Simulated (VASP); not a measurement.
# SiO2 (P4_2/mnm) in VASP: a series of runs

Runs on SiO2. Level: r2SCAN. Tasks: single point.

Program: VASP 6.6.1. These are calculated values, not measurements. Logs are shortened: lines on timing, memory, paths and dates and some standing lists are left out, and cuts for length are marked.

## 1. The cell of the first run

It takes space group P4_2/mnm (No. 136, tetragonal). The conventional cell has a = 3.851 Å, b = 3.851 Å, c = 2.669 Å, α = 90.00°, β = 90.00°, γ = 90.00°. Within 2.2 Å of Si (site symmetry mmm) lie 6 O at 1.67 to 1.70 Å. O (site symmetry m2m) has 3 Si at 1.67 to 1.70 Å and 1 O at 2.11 Å within 2.2 Å.

## 2. Single point, r2SCAN (strain -0.080 along x and y, +0.000 along z)

POSCAR reads:

```
SiO2
1.0
    3.8505735901      0.0000000000      0.0000000000
    0.0000000000      3.8505735901      0.0000000000
    0.0000000000      0.0000000000      2.6687449733
Si O
2 4
Direct
    0.5000000000      0.5000000000      0.5000000000
    0.0000000000      0.0000000000      0.0000000000
    0.6938852014      0.6938852014      0.0000000000
    0.1938852014      0.8061147986      0.5000000000
    0.3061147986      0.3061147986      0.0000000000
    0.8061147986      0.1938852014      0.5000000000
```

INCAR.step1 reads:

```
SYSTEM = SiO2
ALGO = Normal
EDIFF = 1E-4
ENCUT = 520
GGA = PE
ISMEAR = 0
LASPH = .TRUE.
LCHARG = .FALSE.
LREAL = .FALSE.
LWAVE = .TRUE.
NBANDS = 25
NELM = 100
PREC = Accurate
SIGMA = 0.05
```

INCAR.step2 reads:

```
SYSTEM = SiO2
ALGO = Normal
EDIFF = 1E-7
ENCUT = 520
ISIF = 2
ISMEAR = 0
ISTART = 1
LASPH = .TRUE.
LCHARG = .FALSE.
LMIXTAU = .TRUE.
LREAL = .FALSE.
LWAVE = .FALSE.
METAGGA = R2SCAN
NBANDS = 25
NELM = 100
PREC = Accurate
SIGMA = 0.05
```

KPOINTS reads:

```
k-points
0
G
  6 6 8
  0 0 0
```

Potentials or basis: VASP PAW PBE potentials, release 64 (Si, O).

On the command line:

```
$ cat potpaw_PBE.64/Si/POTCAR potpaw_PBE.64/O/POTCAR > POTCAR
$ cp INCAR.step1 INCAR
$ mpirun -np 1 vasp_std > vasp.out
$ cp INCAR.step2 INCAR
$ mpirun -np 1 vasp_std > vasp.out
```

OUTCAR:

```text
SYSTEM = SiO2
   EDIFF = 1E-7
   ENCUT = 520
   ISIF = 2
   ISMEAR = 0
   ISTART = 1
   LASPH = .TRUE.
   LREAL = .FALSE.
   METAGGA = R2SCAN
   NELM = 100
   PREC = Accurate

 ion  position               nearest neighbor table
   1  0.500  0.500  0.500-   4 1.67   6 1.67   5 1.70   3 1.70   3 1.70   5 1.70   2 3.03   2 3.03
                             2 3.03   2 3.03   2 3.03   2 3.03   2 3.03   2 3.03
   2  0.000  0.000  0.000-   3 1.67   5 1.67   4 1.70   6 1.70   4 1.70   6 1.70   1 3.03   1 3.03
                             1 3.03   1 3.03   1 3.03   1 3.03   1 3.03   1 3.03
   3  0.694  0.694  0.000-   2 1.67   1 1.70   1 1.70
   4  0.194  0.806  0.500-   1 1.67   2 1.70   2 1.70
   5  0.306  0.306  0.000-   2 1.67   1 1.70   1 1.70
   6  0.806  0.194  0.500-   1 1.67   2 1.70   2 1.70

  LATTYP: Found a simple tetragonal cell.
 ALAT       =     3.8505735901
 C/A-ratio  =     0.6930772548

  Lattice vectors:

 A1 = (   3.8505735901,   0.0000000000,   0.0000000000)
 A2 = (   0.0000000000,   3.8505735901,   0.0000000000)
 A3 = (   0.0000000000,   0.0000000000,   2.6687449733)

Analysis of symmetry for initial positions (statically):
=====================================================================
 Subroutine PRICEL returns:
 Original cell was already a primitive cell.

 Routine SETGRP: Setting up the symmetry group for a
 simple tetragonal supercell.

 Subroutine GETGRP returns: Found 16 space group operations
 (whereof  8 operations were pure point group operations)
 out of a pool of 16 trial point group operations.

The static configuration has the point symmetry D_2h.
 The point group associated with its full space group is D_4h.

Analysis of symmetry for dynamics (positions and initial velocities):
=====================================================================
 Subroutine PRICEL returns:
 Original cell was already a primitive cell.

 Routine SETGRP: Setting up the symmetry group for a
 simple tetragonal supercell.

 Subroutine GETGRP returns: Found 16 space group operations
 (whereof  8 operations were pure point group operations)
 out of a pool of 16 trial point group operations.

The dynamic configuration has the point symmetry D_2h.
 The point group associated with its full space group is D_4h.

 Subroutine INISYM returns: Found 16 space group operations
 (whereof  8 operations are pure point group operations),
 and found     1 'primitive' translations

----------------------------------------------------------------------------------------

                                     Primitive cell

  volume of cell :      39.5693

  direct lattice vectors                    reciprocal lattice vectors
     3.850573590  0.000000000  0.000000000     0.259701568  0.000000000  0.000000000
     0.000000000  3.850573590  0.000000000     0.000000000  0.259701568  0.000000000
     0.000000000  0.000000000  2.668744973     0.000000000  0.000000000  0.374707966

  length of vectors
     3.850573590  3.850573590  2.668744973     0.259701568  0.259701568  0.374707966

  position of ions in fractional coordinates (direct lattice)
     0.500000000  0.500000000  0.500000000
     0.000000000  0.000000000  0.000000000
     0.693885201  0.693885201  0.000000000
     0.193885201  0.806114799  0.500000000
     0.306114799  0.306114799  0.000000000
     0.806114799  0.193885201  0.500000000

  ion indices of the primitive-cell ions
   primitive index   ion index
                 1           1
                 2           2
                 3           3
                 4           4
                 5           5
                 6           6

----------------------------------------------------------------------------------------

 KPOINTS: k-points

Automatic generation of k-mesh.
 Grid dimensions read from file:
 generate k-points for:    6    6    8

 Generating k-lattice:

  Cartesian coordinates                     Fractional coordinates (reciprocal lattice)
     0.043283595  0.000000000  0.000000000     0.166666667  0.000000000  0.000000000
     0.000000000  0.043283595  0.000000000     0.000000000  0.166666667  0.000000000
     0.000000000  0.000000000  0.046838496     0.000000000  0.000000000  0.125000000

  Length of vectors
     0.043283595  0.043283595  0.046838496

  Shift w.r.t. Gamma in fractional coordinates (k-lattice)
     0.000000000  0.000000000  0.000000000

 Subroutine IBZKPT returns following result:
 ===========================================

 Found     50 irreducible k-points:

 Following reciprocal coordinates:
            Coordinates               Weight
  0.000000  0.000000  0.000000      1.000000
  0.166667  0.000000  0.000000      4.000000
  0.333333  0.000000  0.000000      4.000000
  0.500000  0.000000  0.000000      2.000000
  0.166667  0.166667  0.000000      4.000000
  0.333333  0.166667  0.000000      8.000000
[... 16 lines left out ...]
  0.333333  0.000000  0.250000      8.000000
  0.500000  0.000000  0.250000      4.000000
 [... further k-points ...]
   k-points           NKPTS =     50   k-points in BZ     NKDIM =     50   number of bands    NBANDS=     25
   number of dos      NEDOS =    301   number of ions     NIONS =      6
   total plane-waves  NPLWV =  18000
   dimension x,y,z NGX =    30 NGY =   30 NGZ =   20
   dimension x,y,z NGXF=    60 NGYF=   60 NGZF=   40
   ions per type =               2   4
   NGX,Y,Z   is equivalent  to a cutoff of  12.95, 12.95, 12.46 a.u.
   NGXF,Y,Z  is equivalent  to a cutoff of  25.90, 25.90, 24.92 a.u.
 SYSTEM =  SiO2
   PREC   = accura    normal or accurate (medium, high low for compatibility)
   ISTART =      1    job   : 0-new  1-cont  2-samecut
   ICHARG =      0    charge: 1-file 2-atom 10-const
   ISPIN  =      1    spin polarized calculation?
   LNONCOLLINEAR =      F non collinear calculations
   LSORBIT =      F    spin-orbit coupling
   LASPH  =      T    aspherical Exc in radial PAW
   ENCUT  =  520.0 eV  38.22 Ry    6.18 a.u.   7.16  7.16  4.96*2*pi/ulx,y,z
   NELM   =    100;   NELMIN=  2; NELMDL=  0     # of ELM steps
   EDIFF  = 0.1E-06   stopping-criterion for ELM
   LREAL  =      F    real-space projection
   EDIFFG = 0.1E-05   stopping-criterion for IOM
   NSW    =      0    number of steps for IOM
   IBRION =     -1    ionic relax: 0-MD 1-quasi-New 2-CG
   NFREE  =      0    steps in history (QN), initial steepest desc. (CG)
   ISIF   =      2    stress and relaxation
   ISYM   =      2    0-nonsym 1-usesym 2-fastsym
   POTIM  = 0.5000    time-step for ionic-motion
   TEBEG  =    0.0;   TEEND  =   0.0 temperature during run
   PSTRESS=    0.0 pullay stress
   NELECT =      32.0000    total number of electrons
   NUPDOWN=      -1.0000    fix difference up-down
   EMIN   =  10.00;   EMAX   =-10.00  energy-range for DOS
   EFERMI =   0.00;   METHOD = LEGACY
   ISMEAR =     0;   SIGMA  =   0.05  broadening in eV -4-tet -1-fermi 0-gaus
   EFERMI_NEDOS =   21; number of points for ismear=-14 and -15
   IALGO  =     38    algorithm
   IMIX   =      4    mixing-type and parameters
     AMIX     =   0.40;   BMIX     =  1.00
     AMIX_MAG =   1.60;   BMIX_MAG =  1.00
  volume/ion in A,a.u.               =       6.59        44.50
  Fermi-wavevector in a.u.,A,eV,Ry     =   1.525242  2.882290 31.652106  2.326364
  Thomas-Fermi vector in A             =   2.633439
   LORBIT       =      0    0 simple, 1 ext, 2 COOP (PROOUT), +10 PAW based schemes
   METAGGA = R2SCAN    functional components
   LHFCALC =     F    Hartree Fock is set to
   AEXX    =    0.0000 exact exchange contribution
   IVDW    =     0    specifies the selected vdW correction
   LEPSILON=     F    determine dielectric tensor
   LRPA    =     F    only Hartree local field effects (RPA)
 non-spin polarized calculation
 Gauss-broadening in eV      SIGMA  =   0.05
  energy-cutoff  :      520.00
  volume of cell :       39.57
 maximum number of plane-waves:      1088
 NGX is ok and might be reduce to    30
   NGX = 15   NGY = 15   NGZ =  9

 number of electron      31.9999972 magnetization

 Free energy of the ion-electron system (eV)
  ---------------------------------------------------
  ext. energy  EPLUGINS =         0.00000000
  ---------------------------------------------------
  free energy    TOTEN  =       -57.03213598 eV

  energy without entropy =      -57.03213598  energy(sigma->0) =      -57.03213598

 E-fermi :  10.5377     XC(G=0): -13.8195

 val. band max:       10.2885919826   @ k =   0.0000   0.0000   0.0000
 cond. band min:      17.2850129102   @ k =   0.0000   0.0000   0.0000
 fundamental gap:      6.9964209276
 Fermi energy:        10.5376519807

 k-point     1 :       0.0000    0.0000    0.0000
  band No.  band energies     occupation
      1     -15.0194      2.00000
      2     -10.2741      2.00000
      3     -10.2741      2.00000
      4      -9.8274      2.00000
      5      -1.7536      2.00000
      6       2.5421      2.00000
[... 17 lines left out ...]
     24      29.5015      0.00000
     25      29.5391      0.00000

 k-point     2 :       0.1667    0.0000    0.0000
  band No.  band energies     occupation
      1     -14.8297      2.00000
      2     -11.1031      2.00000
      3     -10.1776      2.00000
      4      -9.4290      2.00000
      5      -1.5243      2.00000
      6       2.3929      2.00000
[... 17 lines left out ...]
     24      28.3314      0.00000
     25      28.6976      0.00000

 k-point     3 :       0.3333    0.0000    0.0000
  band No.  band energies     occupation
      1     -14.2739      2.00000
      2     -12.2831      2.00000
      3      -9.9164      2.00000
      4      -9.3468      2.00000
      5      -0.9344      2.00000
      6       1.0784      2.00000
[... 552 lines left out ...]
 k-point    23 :       0.3333    0.0000    0.2500
  band No.  band energies     occupation
      1     -13.4670      2.00000
      2     -11.7197      2.00000
      3      -9.7340      2.00000
      4      -9.5461      2.00000
      5      -0.3888      2.00000
      6       1.2335      2.00000
[... 17 lines left out ...]
     24      25.8991      0.00000
     25      26.5975      0.00000

 k-point    24 :       0.5000    0.0000    0.2500
  band No.  band energies     occupation
      1     -12.6784      2.00000
      2     -12.6784      2.00000
      3      -9.5983      2.00000
      4      -9.5983      2.00000
      5       0.5188      2.00000
      6       0.5188      2.00000
[... 17 lines left out ...]
     24      24.9739      0.00000
     25      26.6452      0.00000

 [... further k-points ...]

------------------------ aborting loop because EDIFF is reached ----------------------------------------

  FORCE on cell =-STRESS in cart. coord.  units (eV):
  Direction    XX          YY          ZZ          XY          YZ          ZX
  --------------------------------------------------------------------------------------
  -------------------------------------------------------------------------------------
  Total       22.0832649     22.0832649     12.2443941     -0.0000000      0.0000000      0.0000000
  in kB      894.1614358    894.1614358    495.7810846     -0.0000000      0.0000000      0.0000000
  external PRESSURE =     761.3679854 kB  Pullay stress =       0.0000000 kB

 VOLUME and BASIS-vectors are now :
 -----------------------------------------------------------------------------
  energy-cutoff  :      520.00
  volume of cell :       39.57
      direct lattice vectors                 reciprocal lattice vectors
     3.850573590  0.000000000  0.000000000     0.259701568  0.000000000  0.000000000
     0.000000000  3.850573590  0.000000000     0.000000000  0.259701568  0.000000000
     0.000000000  0.000000000  2.668744973     0.000000000  0.000000000  0.374707966

 POSITION                                       TOTAL-FORCE (eV/Angst)
 -----------------------------------------------------------------------------------
      1.92529      1.92529      1.33437        -0.000000      0.000000     -0.000000
      0.00000      0.00000      0.00000        -0.000000      0.000000     -0.000000
      2.67186      2.67186      0.00000         0.885698      0.885698     -0.000000
      0.74657      3.10400      1.33437         0.885698     -0.885698      0.000000
      1.17872      1.17872      0.00000        -0.885698     -0.885698      0.000000
      3.10400      0.74657      1.33437        -0.885698      0.885698     -0.000000
 -----------------------------------------------------------------------------------
    total drift:                               -0.000000      0.000000     -0.000000

  FREE ENERGIE OF THE ION-ELECTRON SYSTEM (eV)
  ---------------------------------------------------
  free  energy   TOTEN  =       -57.0321359834 eV

  energy  without entropy=      -57.0321359834  energy(sigma->0) =      -57.03213598
```

Wall time 2.3 min (1 thread of Intel Xeon Platinum 8259CL at 2.50GHz (Skylake/Cascade Lake), shared host); peak memory 0.17 GiB.

Results:

- Free energy: -57.0321 eV
- Pressure: 76.1 GPa
- Largest force: 1.253 eV/Å
- Band gap on the k mesh: 7.00 eV, direct

Forces in eV/Å, atoms in the order of the input:
```
Si   0.000  0.000  0.000
Si   0.000  0.000  0.000
O    0.886  0.886  0.000
O    0.886 -0.886  0.000
O   -0.886 -0.886  0.000
O   -0.886  0.886  0.000
```

Levels at points of the mesh, in eV from the valence-band top:
```
           k point  band 12  band 13  band 14  band 15  band 16  band 17  band 18  band 19  band 20  band 21
(0.00, 0.00, 0.00)    -4.06    -2.93    -0.81    -0.81     0.00     7.00     9.30     9.67     9.67    13.17
(0.50, 0.00, 0.00)    -4.58    -3.35    -3.35    -1.15    -1.15     9.56     9.56    10.77    10.77    14.68
(0.50, 0.50, 0.00)    -4.32    -3.26    -3.26    -2.50    -2.50     9.53     9.53    11.90    11.90    16.33
(0.00, 0.00, 0.50)    -4.92    -4.20    -4.20    -3.19    -3.19    12.77    12.77    15.03    15.03    15.94
(0.50, 0.00, 0.50)    -4.67    -2.40    -2.40    -2.08    -2.08    11.77    11.77    13.89    13.89    14.60
(0.50, 0.50, 0.50)    -4.66    -1.83    -1.83    -1.73    -1.73    10.95    10.95    13.54    13.54    14.06
```

Caveat: the cell differs from its parent crystal (strain -0.080 along x and y, +0.000 along z); the PAW data sets were made with another functional, which shifts forces and pressure a little. A k mesh can miss the band edges.

## 3. Single point, r2SCAN (strain -0.040 along x and y, -0.080 along z)

Changes to POSCAR since step 2:

```diff
@@ -2,5 +2,5 @@
 1.0
-    3.8505735901      0.0000000000      0.0000000000
-    0.0000000000      3.8505735901      0.0000000000
-    0.0000000000      0.0000000000      2.6687449733
+    4.0179898332      0.0000000000      0.0000000000
+    0.0000000000      4.0179898332      0.0000000000
+    0.0000000000      0.0000000000      2.4552453754
 Si O
```

INCAR.step1 reads:

```
ALGO = Normal
EDIFF = 1E-4
ENCUT = 520
GGA = PE
ISMEAR = 0
LASPH = T
LCHARG = F
LREAL = F
LWAVE = T
NBANDS = 25
NELM = 100
PREC = Accurate
SIGMA = 0.05
```

INCAR.step2 reads:

```
ALGO = Normal
EDIFF = 1E-7
ENCUT = 520
ISIF = 2
ISMEAR = 0
ISTART = 1
LASPH = T
LCHARG = F
LMIXTAU = T
LREAL = F
LWAVE = F
METAGGA = R2SCAN
NBANDS = 25
NELM = 100
PREC = Accurate
SIGMA = 0.05
```

KPOINTS reads:

```
k-points
0
Gamma
  6 6 8
```

Potentials or basis: VASP PAW PBE potentials, release 64 (Si, O).

On the command line:

```
$ cat potpaw_PBE.64/Si/POTCAR potpaw_PBE.64/O/POTCAR > POTCAR
$ cp INCAR.step1 INCAR
$ mpirun -np 1 vasp_std > vasp.out
$ cp INCAR.step2 INCAR
$ mpirun -np 1 vasp_std > vasp.out
```

Run time: 2.3 min. Hardware: 1 thread of Intel Xeon Platinum 8259CL at 2.50GHz (Skylake/Cascade Lake), shared host; peak memory 0.17 GiB.

The run converged. Its results:

```
Free energy            : -56.9978 eV
Pressure               : 82.5 GPa
Largest force          : 1.482 eV/Å
Band gap on the k mesh : 9.02 eV, direct
```

Forces in eV/Å, atoms in the order of the input:
```
Si   0.000  0.000  0.000
Si   0.000  0.000  0.000
O    1.048  1.048  0.000
O    1.048 -1.048  0.000
O   -1.048 -1.048  0.000
O   -1.048  1.048  0.000
```

Stress tensor (GPa, compression positive):
```
 65.82   0.00   0.00
  0.00  65.82   0.00
  0.00   0.00 115.72
```

Levels at points of the mesh, in eV from the valence-band top:
```tsv
k point	band 13	band 14	band 15	band 16	band 17	band 18	band 19	band 20
(0.00, 0.00, 0.00)	-2.41	-1.03	-1.03	0.00	9.02	10.00	11.77	11.77
(0.50, 0.00, 0.00)	-2.84	-2.84	-1.31	-1.31	11.32	11.32	12.27	12.27
(0.50, 0.50, 0.00)	-3.08	-3.08	-2.94	-2.94	10.89	10.89	13.17	13.17
(0.00, 0.00, 0.50)	-3.79	-3.79	-3.35	-3.35	12.39	12.39	15.47	15.47
(0.50, 0.00, 0.50)	-2.82	-2.82	-2.24	-2.24	11.30	11.30	12.46	12.46
(0.50, 0.50, 0.50)	-2.22	-2.22	-2.00	-2.00	10.24	10.24	13.12	13.12
```

Caveat: the cell differs from its parent crystal (strain -0.040 along x and y, -0.080 along z); the PAW data sets were made with another functional, which shifts forces and pressure a little.

## 4. Single point, r2SCAN (strain -0.080 along x and y, +0.040 along z)

Changes to POSCAR since step 3:

```diff
@@ -2,5 +2,5 @@
 1.0
-    4.0179898332      0.0000000000      0.0000000000
-    0.0000000000      4.0179898332      0.0000000000
-    0.0000000000      0.0000000000      2.4552453754
+    3.8505735901      0.0000000000      0.0000000000
+    0.0000000000      3.8505735901      0.0000000000
+    0.0000000000      0.0000000000      2.7754947722
 Si O
```

INCAR.step1 reads:

```
PREC = Accurate
ENCUT = 520
ISMEAR = 0
SIGMA = 0.05
LREAL = False
LASPH = True
NELM = 100
NBANDS = 25
GGA = PE
ALGO = Normal
EDIFF = 1E-4
LWAVE = True
LCHARG = False
```

INCAR.step2 reads:

```
PREC = Accurate
ENCUT = 520
EDIFF = 1E-7
ISMEAR = 0
SIGMA = 0.05
LREAL = False
LASPH = True
NELM = 100
ALGO = Normal
ISIF = 2
LWAVE = False
LCHARG = True
METAGGA = R2SCAN
LMIXTAU = True
LELF = True
LVHAR = True
NBANDS = 25
ISTART = 1
```

KPOINTS reads:

```
Automatic mesh
0
Gamma
  6 6 8
```

On the command line:

```
$ cat potpaw_PBE.64/Si/POTCAR potpaw_PBE.64/O/POTCAR > POTCAR
$ cp INCAR.step1 INCAR
$ mpirun -np 1 vasp_std > vasp.out
$ cp INCAR.step2 INCAR
$ mpirun -np 1 vasp_std > vasp.out
```

Wall time 2.7 min (1 thread of Intel Xeon Platinum 8259CL at 2.50GHz (Skylake/Cascade Lake), shared host); peak memory 0.18 GiB.

Results (log left out):

- Free energy: -57.3346 eV
- Pressure: 52.9 GPa
- Largest force: 1.025 eV/Å
- Band gap on the k mesh: 6.49 eV, direct

Forces in eV/Å, atoms in the order of the input:
```
Si   0.000  0.000  0.000
Si   0.000  0.000  0.000
O    0.725  0.725  0.000
O    0.725 -0.725  0.000
O   -0.725 -0.725  0.000
O   -0.725  0.725  0.000
```

Stress tensor (GPa, compression positive):
```
73.28  0.00  0.00
 0.00 73.28  0.00
 0.00  0.00 12.27
```

Levels at points of the mesh, in eV from the valence-band top:
| k point | band 13 | band 14 | band 15 | band 16 | band 17 | band 18 | band 19 | band 20 |
| --- | --- | --- | --- | --- | --- | --- | --- | --- |
| (0.00, 0.00, 0.00) | -2.86 | -0.68 | -0.68 | 0.00 | 6.49 | 8.28 | 8.84 | 8.84 |
| (0.50, 0.00, 0.00) | -3.20 | -3.20 | -1.02 | -1.02 | 8.95 | 8.95 | 9.95 | 9.95 |
| (0.50, 0.50, 0.00) | -3.22 | -3.22 | -2.10 | -2.10 | 8.83 | 8.83 | 11.25 | 11.25 |
| (0.00, 0.00, 0.50) | -3.99 | -3.99 | -2.87 | -2.87 | 12.40 | 12.40 | 14.25 | 14.25 |
| (0.50, 0.00, 0.50) | -2.09 | -2.09 | -1.82 | -1.82 | 11.65 | 11.65 | 13.86 | 13.86 |
| (0.50, 0.50, 0.50) | -1.57 | -1.57 | -1.43 | -1.43 | 10.53 | 10.53 | 13.49 | 13.49 |

Caveat: the cell differs from its parent crystal (strain -0.080 along x and y, +0.040 along z); the PAW data sets were made with another functional, which shifts forces and pressure a little. A k mesh can miss the band edges.

(Continued in part 2 of 2.)
